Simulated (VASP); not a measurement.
# ZrSbS (P4/nmm) in VASP: single point with r2SCAN

Aim: the single point of ZrSbS with r2SCAN.

Program: VASP 6.6.1. These are calculated values, not measurements. Logs are shortened: lines on timing, memory, paths and dates and some standing lists are left out, and cuts for length are marked.

## 1. The cell of the first run

It takes space group P4/nmm (No. 129, tetragonal). Conventional cell: a = 3.848 Å, b = 3.848 Å, c = 8.510 Å, α = 90.00°, β = 90.00°, γ = 90.00°. Within 3.9 Å of Zr (site symmetry 4mm) lie 5 S at 2.86 to 2.94 Å and 4 Sb at 3.04 Å and 4 Zr at 3.85 Å. Within 3.9 Å of S (site symmetry 4mm) lie 5 Zr at 2.86 to 2.94 Å and 8 S at 3.42 to 3.85 Å and 4 Sb at 3.75 Å. Within 3.6 Å of Sb (site symmetry -4m2) lie 4 Sb at 2.72 Å and 4 Zr at 3.04 Å.

## 2. Single point, r2SCAN

File POSCAR:

```
ZrSbS
1.0
    3.8481110000      0.0000000000      0.0000000000
    0.0000000000      3.8481110000      0.0000000000
    0.0000000000      0.0000000000      8.5102040000
Zr S Sb
2 2 2
Direct
    0.0000000000      0.5000000000      0.2760000000
    0.5000000000      0.0000000000      0.7240000000
    0.0000000000      0.5000000000      0.6220000000
    0.5000000000      0.0000000000      0.3780000000
    0.0000000000      0.0000000000      0.0000000000
    0.5000000000      0.5000000000      0.0000000000
```

File INCAR.step1:

```
SYSTEM = ZrSbS
PREC = Accurate
ENCUT = 520
ISMEAR = -1
SIGMA = 0.1
LREAL = .False.
LASPH = .True.
NELM = 100
NBANDS = 32
GGA = PE
ALGO = Normal
EDIFF = 1E-4
LWAVE = .True.
LCHARG = .False.
```

File INCAR.step2:

```
SYSTEM = ZrSbS
PREC = Accurate
ENCUT = 520
EDIFF = 1E-7
ISMEAR = -1
SIGMA = 0.1
LREAL = .False.
LASPH = .True.
NELM = 100
ALGO = Normal
ISIF = 2
LWAVE = .False.
LCHARG = .False.
METAGGA = R2SCAN
LMIXTAU = .True.
NBANDS = 32
ISTART = 1
```

File KPOINTS:

```
Automatic mesh
0
Gamma
  9 9 4
  0 0 0
```

Potentials or basis: VASP PAW PBE potentials, release 64 (Zr_sv, S, Sb).

The run is started by

```bash
cat potpaw_PBE.64/Zr_sv/POTCAR potpaw_PBE.64/S/POTCAR potpaw_PBE.64/Sb/POTCAR > POTCAR
cp INCAR.step1 INCAR
mpirun -np 1 vasp_std > vasp.out
cp INCAR.step2 INCAR
mpirun -np 1 vasp_std > vasp.out
```

OUTCAR:

```text
SYSTEM = ZrSbS
   PREC = Accurate
   ENCUT = 520
   EDIFF = 1E-7
   ISMEAR = -1
   LREAL = .False.
   LASPH = .True.
   NELM = 100
   ISIF = 2
   METAGGA = R2SCAN
   ISTART = 1

 ion  position               nearest neighbor table
   1  0.000  0.500  0.276-   4 2.86   4 2.86   4 2.86   4 2.86   3 2.94   5 3.04   6 3.04   6 3.04
                             5 3.04
   2  0.500  0.000  0.724-   3 2.86   3 2.86   3 2.86   3 2.86   4 2.94   6 3.04   6 3.04   5 3.04
                             5 3.04
   3  0.000  0.500  0.622-   2 2.86   2 2.86   2 2.86   2 2.86   1 2.94
   4  0.500  0.000  0.378-   1 2.86   1 2.86   1 2.86   1 2.86   2 2.94
   5  0.000  0.000  0.000-   6 2.72   6 2.72   6 2.72   6 2.72   2 3.04   2 3.04   1 3.04   1 3.04

   6  0.500  0.500  0.000-   5 2.72   5 2.72   5 2.72   5 2.72   2 3.04   1 3.04   1 3.04   2 3.04

  LATTYP: Found a simple tetragonal cell.
 ALAT       =     3.8481110000
 C/A-ratio  =     2.2115276820

  Lattice vectors:

 A1 = (   3.8481110000,   0.0000000000,   0.0000000000)
 A2 = (   0.0000000000,   3.8481110000,   0.0000000000)
 A3 = (   0.0000000000,   0.0000000000,   8.5102040000)

Analysis of symmetry for initial positions (statically):
=====================================================================
 Subroutine PRICEL returns:
 Original cell was already a primitive cell.

 Routine SETGRP: Setting up the symmetry group for a
 simple tetragonal supercell.

 Subroutine GETGRP returns: Found 16 space group operations
 (whereof  8 operations were pure point group operations)
 out of a pool of 16 trial point group operations.

The static configuration has the point symmetry D_2d.
 The point group associated with its full space group is D_4h.

Analysis of symmetry for dynamics (positions and initial velocities):
=====================================================================
 Subroutine PRICEL returns:
 Original cell was already a primitive cell.

 Routine SETGRP: Setting up the symmetry group for a
 simple tetragonal supercell.

 Subroutine GETGRP returns: Found 16 space group operations
 (whereof  8 operations were pure point group operations)
 out of a pool of 16 trial point group operations.

The dynamic configuration has the point symmetry D_2d.
 The point group associated with its full space group is D_4h.

 Subroutine INISYM returns: Found 16 space group operations
 (whereof  8 operations are pure point group operations),
 and found     1 'primitive' translations

----------------------------------------------------------------------------------------

                                     Primitive cell

  volume of cell :     126.0187

  direct lattice vectors                    reciprocal lattice vectors
     3.848111000  0.000000000  0.000000000     0.259867764  0.000000000  0.000000000
     0.000000000  3.848111000  0.000000000     0.000000000  0.259867764  0.000000000
     0.000000000  0.000000000  8.510204000     0.000000000  0.000000000  0.117505996

  length of vectors
     3.848111000  3.848111000  8.510204000     0.259867764  0.259867764  0.117505996

  position of ions in fractional coordinates (direct lattice)
     0.000000000  0.500000000  0.276000000
     0.500000000  0.000000000  0.724000000
     0.000000000  0.500000000  0.622000000
     0.500000000  0.000000000  0.378000000
     0.000000000  0.000000000  0.000000000
     0.500000000  0.500000000  0.000000000

  ion indices of the primitive-cell ions
   primitive index   ion index
                 1           1
                 2           2
                 3           3
                 4           4
                 5           5
                 6           6

----------------------------------------------------------------------------------------

 KPOINTS: Automatic mesh

Automatic generation of k-mesh.
 Grid dimensions read from file:
 generate k-points for:    9    9    4

 Generating k-lattice:

  Cartesian coordinates                     Fractional coordinates (reciprocal lattice)
     0.028874196  0.000000000  0.000000000     0.111111111  0.000000000  0.000000000
     0.000000000  0.028874196  0.000000000     0.000000000  0.111111111  0.000000000
     0.000000000  0.000000000  0.029376499     0.000000000  0.000000000  0.250000000

  Length of vectors
     0.028874196  0.028874196  0.029376499

  Shift w.r.t. Gamma in fractional coordinates (k-lattice)
     0.000000000  0.000000000  0.000000000

 Subroutine IBZKPT returns following result:
 ===========================================

 Found     45 irreducible k-points:

 Following reciprocal coordinates:
            Coordinates               Weight
  0.000000  0.000000  0.000000      1.000000
  0.111111  0.000000  0.000000      4.000000
  0.222222  0.000000  0.000000      4.000000
  0.333333  0.000000  0.000000      4.000000
  0.444444  0.000000  0.000000      4.000000
  0.111111  0.111111  0.000000      4.000000
[... 16 lines left out ...]
  0.333333  0.111111  0.250000     16.000000
  0.444444  0.111111  0.250000     16.000000
 [... further k-points ...]
   k-points           NKPTS =     45   k-points in BZ     NKDIM =     45   number of bands    NBANDS=     32
   number of dos      NEDOS =    301   number of ions     NIONS =      6
   total plane-waves  NPLWV =  57600
   dimension x,y,z NGX =    30 NGY =   30 NGZ =   64
   dimension x,y,z NGXF=    60 NGYF=   60 NGZF=  128
   ions per type =               2   2   2
   NGX,Y,Z   is equivalent  to a cutoff of  12.96, 12.96, 12.50 a.u.
   NGXF,Y,Z  is equivalent  to a cutoff of  25.92, 25.92, 25.00 a.u.
 SYSTEM =  ZrSbS
   PREC   = accura    normal or accurate (medium, high low for compatibility)
   ISTART =      1    job   : 0-new  1-cont  2-samecut
   ICHARG =      0    charge: 1-file 2-atom 10-const
   ISPIN  =      1    spin polarized calculation?
   LNONCOLLINEAR =      F non collinear calculations
   LSORBIT =      F    spin-orbit coupling
   LASPH  =      T    aspherical Exc in radial PAW
   ENCUT  =  520.0 eV  38.22 Ry    6.18 a.u.   7.15  7.15 15.82*2*pi/ulx,y,z
   NELM   =    100;   NELMIN=  2; NELMDL=  0     # of ELM steps
   EDIFF  = 0.1E-06   stopping-criterion for ELM
   LREAL  =      F    real-space projection
   EDIFFG = 0.1E-05   stopping-criterion for IOM
   NSW    =      0    number of steps for IOM
   IBRION =     -1    ionic relax: 0-MD 1-quasi-New 2-CG
   NFREE  =      0    steps in history (QN), initial steepest desc. (CG)
   ISIF   =      2    stress and relaxation
   ISYM   =      2    0-nonsym 1-usesym 2-fastsym
   POTIM  = 0.5000    time-step for ionic-motion
   TEBEG  =    0.0;   TEEND  =   0.0 temperature during run
   PSTRESS=    0.0 pullay stress
   NELECT =      46.0000    total number of electrons
   NUPDOWN=      -1.0000    fix difference up-down
   EMIN   =  10.00;   EMAX   =-10.00  energy-range for DOS
   EFERMI =   0.00;   METHOD = LEGACY
   ISMEAR =    -1;   SIGMA  =   0.10  broadening in eV -4-tet -1-fermi 0-gaus
   EFERMI_NEDOS =   21; number of points for ismear=-14 and -15
   IALGO  =     38    algorithm
   IMIX   =      4    mixing-type and parameters
     AMIX     =   0.40;   BMIX     =  1.00
     AMIX_MAG =   1.60;   BMIX_MAG =  1.00
  volume/ion in A,a.u.               =      21.00       141.74
  Fermi-wavevector in a.u.,A,eV,Ry     =   1.169991  2.210962 18.624717  1.368878
  Thomas-Fermi vector in A             =   2.306456
   LORBIT       =      0    0 simple, 1 ext, 2 COOP (PROOUT), +10 PAW based schemes
   METAGGA = R2SCAN    functional components
   LHFCALC =     F    Hartree Fock is set to
   AEXX    =    0.0000 exact exchange contribution
   IVDW    =     0    specifies the selected vdW correction
   LEPSILON=     F    determine dielectric tensor
   LRPA    =     F    only Hartree local field effects (RPA)
 non-spin polarized calculation
  energy-cutoff  :      520.00
  volume of cell :      126.02
 maximum number of plane-waves:      3416
 NGX is ok and might be reduce to    30
   NGX = 15   NGY = 15   NGZ = 31

 number of electron      45.9999995 magnetization

 Free energy of the ion-electron system (eV)
  ---------------------------------------------------
  ext. energy  EPLUGINS =         0.00000000
  ---------------------------------------------------
  free energy    TOTEN  =      -117.61135279 eV

  energy without entropy =     -117.50210693  energy(sigma->0) =     -117.55672986

 E-fermi :  10.1149     XC(G=0): -11.3912

 val. band max:       10.0899626643   @ k =   0.4444   0.1111   0.5000
 cond. band min:      10.1310873477   @ k =   0.1111   0.1111   0.0000
 fundamental gap:      0.0411246834
 Fermi energy:        10.1148776533

 k-point     1 :       0.0000    0.0000    0.0000
  band No.  band energies     occupation
      1     -42.2810      2.00000
      2     -42.2803      2.00000
      3     -19.6559      2.00000
      4     -19.6261      2.00000
      5     -19.5419      2.00000
      6     -19.5419      2.00000
[... 24 lines left out ...]
     31      12.1400      0.00000
     32      12.8533      0.00000

 k-point     2 :       0.1111    0.0000    0.0000
  band No.  band energies     occupation
      1     -42.2804      2.00000
      2     -42.2798      2.00000
      3     -19.6532      2.00000
      4     -19.6253      2.00000
      5     -19.5537      2.00000
      6     -19.5501      2.00000
[... 24 lines left out ...]
     31      12.2326      0.00000
     32      13.1057      0.00000

 k-point     3 :       0.2222    0.0000    0.0000
  band No.  band energies     occupation
      1     -42.2790      2.00000
      2     -42.2785      2.00000
      3     -19.6462      2.00000
      4     -19.6236      2.00000
      5     -19.5834      2.00000
      6     -19.5807      2.00000
[... 24 lines left out ...]
     31      12.3840      0.00000
     32      12.9606      0.00000

 k-point     4 :       0.3333    0.0000    0.0000
  band No.  band energies     occupation
      1     -42.2773      2.00000
      2     -42.2769      2.00000
      3     -19.6373      2.00000
      4     -19.6239      2.00000
      5     -19.6156      2.00000
      6     -19.6152      2.00000
[... 24 lines left out ...]
     31      12.3880      0.00000
     32      12.4443      0.00000

 k-point     5 :       0.4444    0.0000    0.0000
  band No.  band energies     occupation
      1     -42.2761      2.00000
      2     -42.2760      2.00000
      3     -19.6393      2.00000
      4     -19.6389      2.00000
      5     -19.6282      2.00000
      6     -19.6232      2.00000
[... 584 lines left out ...]
     31      12.0572      0.00000
     32      13.3138      0.00000

 k-point    22 :       0.2222    0.1111    0.2500
  band No.  band energies     occupation
      1     -42.2784      2.00000
      2     -42.2780      2.00000
      3     -19.6410      2.00000
      4     -19.6260      2.00000
      5     -19.5812      2.00000
      6     -19.5794      2.00000
[... 24 lines left out ...]
     31      12.2282      0.00000
     32      12.8825      0.00000

 k-point    23 :       0.3333    0.1111    0.2500
  band No.  band energies     occupation
      1     -42.2767      2.00000
      2     -42.2764      2.00000
      3     -19.6343      2.00000
      4     -19.6258      2.00000
      5     -19.6134      2.00000
      6     -19.6114      2.00000
[... 24 lines left out ...]
     31      12.4944      0.00000
     32      12.8509      0.00000

 k-point    24 :       0.4444    0.1111    0.2500
  band No.  band energies     occupation
      1     -42.2756      2.00000
      2     -42.2755      2.00000
      3     -19.6390      2.00000
      4     -19.6382      2.00000
      5     -19.6240      2.00000
      6     -19.6208      2.00000
[... 24 lines left out ...]
     31      12.6791      0.00000
     32      12.7732      0.00000

 [... further k-points ...]

------------------------ aborting loop because EDIFF is reached ----------------------------------------

  FORCE on cell =-STRESS in cart. coord.  units (eV):
  Direction    XX          YY          ZZ          XY          YZ          ZX
  --------------------------------------------------------------------------------------
  -------------------------------------------------------------------------------------
  Total        7.8281019      7.8281019     -5.4147003      0.0000000      0.0000000     -0.0000000
  in kB       99.5249345     99.5249345    -68.8414255      0.0000000      0.0000000     -0.0000000
  external PRESSURE =      43.4028145 kB  Pullay stress =       0.0000000 kB

 VOLUME and BASIS-vectors are now :
 -----------------------------------------------------------------------------
  energy-cutoff  :      520.00
  volume of cell :      126.02
      direct lattice vectors                 reciprocal lattice vectors
     3.848111000  0.000000000  0.000000000     0.259867764  0.000000000  0.000000000
     0.000000000  3.848111000  0.000000000     0.000000000  0.259867764  0.000000000
     0.000000000  0.000000000  8.510204000     0.000000000  0.000000000  0.117505996

 POSITION                                       TOTAL-FORCE (eV/Angst)
 -----------------------------------------------------------------------------------
      0.00000      1.92406      2.34882        -0.000000      0.000000      0.718550
      1.92406      0.00000      6.16139         0.000000      0.000000     -0.718550
      0.00000      1.92406      5.29335        -0.000000      0.000000      0.094509
      1.92406      0.00000      3.21686        -0.000000      0.000000     -0.094509
      0.00000      0.00000      0.00000        -0.000000     -0.000000      0.000000
      1.92406      1.92406      0.00000        -0.000000      0.000000      0.000000
 -----------------------------------------------------------------------------------
    total drift:                                0.000000      0.000000     -0.000000

  FREE ENERGIE OF THE ION-ELECTRON SYSTEM (eV)
  ---------------------------------------------------
  free  energy   TOTEN  =      -117.6113527852 eV

  energy  without entropy=     -117.5021069269  energy(sigma->0) =     -117.55672986
```

It took 5.5 min on 1 thread of Intel Xeon 6975P-C (Granite Rapids), shared host; peak memory 0.35 GiB.

What came out:

| Quantity | Value |
| --- | --- |
| Free energy | -117.6114 eV |
| Pressure | 4.3 GPa |
| Largest force | 0.719 eV/Å |
| Band gap on the k mesh | zero (bands 23 and 24 overlap by 1.53 eV) |

Forces in eV/Å, atoms in the order of the input:
```
Zr   0.000  0.000  0.719
Zr   0.000  0.000 -0.719
S    0.000  0.000  0.095
S    0.000  0.000 -0.095
Sb   0.000  0.000  0.000
Sb   0.000  0.000  0.000
```

Stress tensor (GPa, compression positive):
```
 9.95  0.00  0.00
 0.00  9.95  0.00
 0.00  0.00 -6.88
```

Levels at points of the mesh, in eV from the Fermi level:
```tsv
k point	band 21	band 22	band 23	band 24	band 25	band 26
(0.00, 0.00, 0.00)	-2.83	-2.51	-1.00	-0.44	0.06	0.06
(0.00, 0.00, 0.50)	-2.84	-2.84	-0.66	0.22	0.22	0.38
```

Caveat: the stress differs along the axes, from -7 to 10 GPa; the PAW data sets were made with another functional, which shifts forces and pressure a little; spin-orbit coupling is left out, which moves the levels of the heavy elements.

The gap in the log of VASP goes by the Fermi energy; the results here count the filled bands.